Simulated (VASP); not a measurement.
# BaS (F-43m) in VASP: notebook

Aim: see how the results for BaS move with the level of theory and the settings. Levels: HSE06, r2SCAN0. Tasks: relaxation of cell and atoms, single point.

Everything below comes from runs of VASP 6.6.1. Logs are shortened: lines on timing, memory, paths and dates and some standing lists are left out, and cuts for length are marked.

## 1. The cell of the first run

The structure is cubic, space group F-43m (No. 216). The conventional cell has a = 7.039 Å, b = 7.039 Å, c = 7.039 Å, α = 90.00°, β = 90.00°, γ = 90.00°. Ba (site symmetry -43m) has 4 S at 3.05 Å within 4.0 Å. S (site symmetry -43m) has 4 Ba at 3.05 Å within 4.0 Å.

## 2. Relaxation of cell and atoms, HSE06

File POSCAR:

```
BaS
1.0
    0.0000000000      3.5194117709      3.5194117709
    3.5194117709      0.0000000000      3.5194117709
    3.5194117709      3.5194117709      0.0000000000
Ba S
1 1
Direct
    0.0000000000      0.0000000000      0.0000000000
    0.2500000000      0.2500000000      0.2500000000
```

File INCAR.step1:

```
ALGO = Normal ; EDIFF = 1E-5
ENCUT = 600 ; GGA = PE
ISMEAR = -1 ; LASPH = True
LCHARG = False ; LREAL = False
LWAVE = True ; NBANDS = 15
NELM = 80 ; PREC = Accurate
SIGMA = 0.02
```

File INCAR.step2:

```
ALGO = Normal ; EDIFF = 1E-6
EDIFFG = -0.005 ; ENCUT = 600
GGA = PE ; HFSCREEN = 0.2079
IBRION = 2 ; ISIF = 3
ISMEAR = -1 ; ISTART = 1
LASPH = True ; LCHARG = False
LHFCALC = True ; LREAL = False
LWAVE = False ; NELM = 80
NSW = 80 ; PREC = Accurate
PRECFOCK = Normal ; SIGMA = 0.02
```

File KPOINTS:

```
k-points
0
Gamma
  4 4 4
```

Potentials or basis: VASP PAW PBE potentials, release 64 (Ba_sv, S).

Launch:

```console
cat potpaw_PBE.64/Ba_sv/POTCAR potpaw_PBE.64/S/POTCAR > POTCAR
cp INCAR.step1 INCAR
mpirun -np 1 vasp_std > vasp.out
cp INCAR.step2 INCAR
mpirun -np 1 vasp_std > vasp.out
```

OUTCAR:

```text
EDIFF = 1E-6
   EDIFFG = -0.005
   ENCUT = 600
   GGA = PE
   HFSCREEN = 0.2079
   IBRION = 2
   ISIF = 3
   ISMEAR = -1
   ISTART = 1
   LASPH = True
   LHFCALC = True
   LREAL = False
   NELM = 80
   NSW = 80
   PREC = Accurate
   PRECFOCK = Normal

 ion  position               nearest neighbor table
   1  0.000  0.000  0.000-   2 3.05   2 3.05   2 3.05   2 3.05
   2  0.250  0.250  0.250-   1 3.05   1 3.05   1 3.05   1 3.05

  LATTYP: Found a face centered cubic cell.
 ALAT       =     7.0388235418

  Lattice vectors:

 A1 = (   0.0000000000,   3.5194117709,   3.5194117709)
 A2 = (   3.5194117709,   0.0000000000,   3.5194117709)
 A3 = (   3.5194117709,   3.5194117709,   0.0000000000)

Analysis of symmetry for initial positions (statically):
=====================================================================
 Subroutine PRICEL returns:
 Original cell was already a primitive cell.

 Routine SETGRP: Setting up the symmetry group for a
 face centered cubic supercell.

 Subroutine GETGRP returns: Found 24 space group operations
 (whereof 24 operations were pure point group operations)
 out of a pool of 48 trial point group operations.

The static configuration has the point symmetry T_d .

Analysis of symmetry for dynamics (positions and initial velocities):
=====================================================================
 Subroutine PRICEL returns:
 Original cell was already a primitive cell.

 Routine SETGRP: Setting up the symmetry group for a
 face centered cubic supercell.

 Subroutine GETGRP returns: Found 24 space group operations
 (whereof 24 operations were pure point group operations)
 out of a pool of 48 trial point group operations.

The dynamic configuration has the point symmetry T_d .

 Subroutine INISYM returns: Found 24 space group operations
 (whereof 24 operations are pure point group operations),
 and found     1 'primitive' translations

----------------------------------------------------------------------------------------

                                     Primitive cell

  volume of cell :      87.1847

[... 140 lines left out ...]
 -----------------------------------------------------------------------------
  energy-cutoff  :      600.00
  volume of cell :       87.18
      direct lattice vectors                 reciprocal lattice vectors
     0.000000000  3.519411771  3.519411771    -0.142069196  0.142069196  0.142069196
     3.519411771  0.000000000  3.519411771     0.142069196 -0.142069196  0.142069196
     3.519411771  3.519411771  0.000000000     0.142069196  0.142069196 -0.142069196

 POSITION                                       TOTAL-FORCE (eV/Angst)
 -----------------------------------------------------------------------------------
      0.00000      0.00000      0.00000        -0.000000     -0.000000     -0.000000
      1.75971      1.75971      1.75971         0.000000      0.000000      0.000000
 -----------------------------------------------------------------------------------
    total drift:                                0.000008      0.000005     -0.000023

  FREE ENERGIE OF THE ION-ELECTRON SYSTEM (eV)
  ---------------------------------------------------
  free  energy   TOTEN  =       -11.0456389497 eV

  energy  without entropy=      -11.0456389496  energy(sigma->0) =      -11.04563895

--------------------------------------- Ionic step        2  -------------------------------------------

 number of electron      16.0000000 magnetization

 Free energy of the ion-electron system (eV)
  ---------------------------------------------------
  ext. energy  EPLUGINS =         0.00000000
  ---------------------------------------------------
  free energy    TOTEN  =       -11.04590165 eV

  energy without entropy =      -11.04590165  energy(sigma->0) =      -11.04590165

 E-fermi :  -0.3158     XC(G=0):  -6.0228

 val. band max:       -0.8625439238   @ k =  -0.2500   0.5000   0.2500
 cond. band min:       2.7722329350   @ k =   0.0000   0.0000   0.0000
 fundamental gap:      3.6347768588
 Fermi energy:        -0.3157934477

 k-point     1 :       0.0000    0.0000    0.0000
  band No.  band energies     occupation
      1     -28.6986      2.00000
      2     -12.8237      2.00000
      3     -12.8237      2.00000
      4     -12.8237      2.00000
      5     -11.7895      2.00000
      6      -1.5603      2.00000
      7      -1.5603      2.00000
      8      -1.5603      2.00000
      9       2.7722      0.00000
     10       5.3118      0.00000
     11       5.3118      0.00000
     12       7.2389      0.00000
[... 91 lines left out ...]
 k-point     8 :      -0.2500    0.5000    0.2500
  band No.  band energies     occupation
      1     -28.6765      2.00000
      2     -13.6922      2.00000
      3     -12.9824      2.00000
      4     -12.9386      2.00000
      5     -10.7424      2.00000
      6      -1.4904      2.00000
      7      -1.3935      2.00000
      8      -0.8625      2.00000
      9       3.4761      0.00000
     10       4.4428      0.00000
     11       6.2170      0.00000
     12       6.6490      0.00000

------------------------ aborting loop because EDIFF is reached ----------------------------------------

  FORCE on cell =-STRESS in cart. coord.  units (eV):
  Direction    XX          YY          ZZ          XY          YZ          ZX
  --------------------------------------------------------------------------------------
  -------------------------------------------------------------------------------------
  Total       -0.0071745     -0.0071745     -0.0071745     -0.0000000     -0.0000000     -0.0000000
  in kB       -0.1309795     -0.1309795     -0.1309795     -0.0000000     -0.0000000     -0.0000000
  external PRESSURE =      -0.1309795 kB  Pullay stress =       0.0000000 kB

 VOLUME and BASIS-vectors are now :
 -----------------------------------------------------------------------------
  energy-cutoff  :      600.00
  volume of cell :       87.76
      direct lattice vectors                 reciprocal lattice vectors
     0.000000000  3.527146788  3.527146788    -0.141757639  0.141757639  0.141757639
     3.527146788  0.000000000  3.527146788     0.141757639 -0.141757639  0.141757639
     3.527146788  3.527146788 -0.000000000     0.141757639  0.141757639 -0.141757639

 POSITION                                       TOTAL-FORCE (eV/Angst)
 -----------------------------------------------------------------------------------
      7.05429      3.52715      3.52715         0.000000      0.000000      0.000000
      1.76357      1.76357      1.76357        -0.000000     -0.000000     -0.000000
 -----------------------------------------------------------------------------------
    total drift:                                0.000000      0.000001     -0.000002

  FREE ENERGIE OF THE ION-ELECTRON SYSTEM (eV)
  ---------------------------------------------------
  free  energy   TOTEN  =       -11.0459016541 eV

  energy  without entropy=      -11.0459016541  energy(sigma->0) =      -11.04590165

 reached required accuracy - stopping structural energy minimisation
```

Run time: 31 min. Hardware: 1 thread of Intel Xeon 8259CL, shared host; peak memory 0.37 GiB.

What came out:

- Free energy: -11.0459 eV
- Relaxed volume: 43.88 Å³/atom
- Relaxed cell: a = 4.988 Å, b = 4.988 Å, c = 4.988 Å, α = 60.00°, β = 60.00°, γ = 60.00°
- Space group after relaxing (to 0.1 Å): F-43m (No. 216)
- Energy gained by relaxing: 0.1 meV/atom
- Ionic steps: 2
- Pressure after relaxing: 0.0 GPa
- Band gap on the k mesh: 3.63 eV (least direct gap 4.33 eV)

The path:
```csv
step,energy change (eV),largest force (eV/Å),pressure (GPa),volume (Å³)
1,0.0000,0.0000,0.17,87.18
2,-0.0003,0.0000,-0.01,87.76
```

Final structure:
```xyz
2
Lattice="0.0000 3.5271 3.5271 3.5271 0.0000 3.5271 3.5271 3.5271 0.0000" Properties=species:S:1:pos:R:3 pbc="T T T"
Ba    7.0543    3.5271    3.5271
S     1.7636    1.7636    1.7636
```

Caveat: the PAW data sets were made with another functional, which shifts forces and pressure a little; spin-orbit coupling is left out, which moves the levels of the heavy elements.

## 3. Single point, r2SCAN0

POSCAR is that of step 2.

File INCAR.step1:

```
PREC     = Accurate       # precision mode
ENCUT    = 520            # plane-wave cutoff, eV
EDIFF    = 1E-5           # SCF threshold, eV
ISMEAR   = 0              # smearing method
SIGMA    = 0.01           # smearing width, eV
LREAL    = False          # projectors in reciprocal space
LASPH    = True           # aspherical terms in the spheres
NELM     = 80             # most SCF steps
ALGO     = Normal         # electronic algorithm
ISIF     = 2              # what is computed and relaxed
LWAVE    = True           # write WAVECAR
LCHARG   = False          # write CHGCAR
NBANDS   = 15             # bands
GGA      = PE             # functional
```

File INCAR.step2:

```
PREC     = Accurate       # precision mode
ENCUT    = 520            # plane-wave cutoff, eV
EDIFF    = 1E-7           # SCF threshold, eV
ISMEAR   = 0              # smearing method
SIGMA    = 0.01           # smearing width, eV
LREAL    = False          # projectors in reciprocal space
LASPH    = True           # aspherical terms in the spheres
NELM     = 80             # most SCF steps
ALGO     = Normal         # electronic algorithm
ISIF     = 2              # what is computed and relaxed
LWAVE    = False          # write WAVECAR
LCHARG   = False          # write CHGCAR
METAGGA  = R2SCAN         # meta-GGA
LHFCALC  = True           # exact exchange
AEXX     = 0.25           # exact-exchange fraction
LMIXTAU  = True         
PRECFOCK = Normal       
NBANDS   = 15             # bands
ISTART   = 1
```

File KPOINTS:

```
Automatic mesh
0
Gamma
  4 4 4
```

Potentials or basis: VASP PAW PBE potentials, release 64 (Ba_sv, S).

Launch:

```console
cat potpaw_PBE.64/Ba_sv/POTCAR potpaw_PBE.64/S/POTCAR > POTCAR
cp INCAR.step1 INCAR
mpirun -np 1 vasp_std > vasp.out
cp INCAR.step2 INCAR
mpirun -np 1 vasp_std > vasp.out
```

Run time: 15 min. Hardware: 1 thread of Intel Xeon Platinum 8488C (Sapphire Rapids), shared host; peak memory 0.27 GiB.

It converged, with:

| Quantity | Value |
| --- | --- |
| Free energy | -33.3750 eV |
| Pressure | 0.2 GPa |
| Band gap on the k mesh | 4.48 eV (least direct gap 5.18 eV) |

Levels at points of the mesh, in eV from the valence-band top:
```tsv
k point	band 4	band 5	band 6	band 7	band 8	band 9	band 10	band 11	band 12	band 13
(0.00, 0.00, 0.00)	-12.16	-11.25	-0.72	-0.72	-0.72	4.48	7.26	7.26	9.18	9.18
(0.50, 0.00, 0.00)	-12.21	-10.37	-0.65	-0.44	-0.44	6.33	7.32	7.40	7.40	8.65
(0.50, 0.50, 0.00)	-12.28	-10.13	-1.16	-0.01	-0.01	5.21	6.57	8.57	8.57	8.74
```

Caveat: the PAW data sets were made with another functional, which shifts forces and pressure a little; spin-orbit coupling is left out, which moves the levels of the heavy elements. A k mesh can miss the band edges.
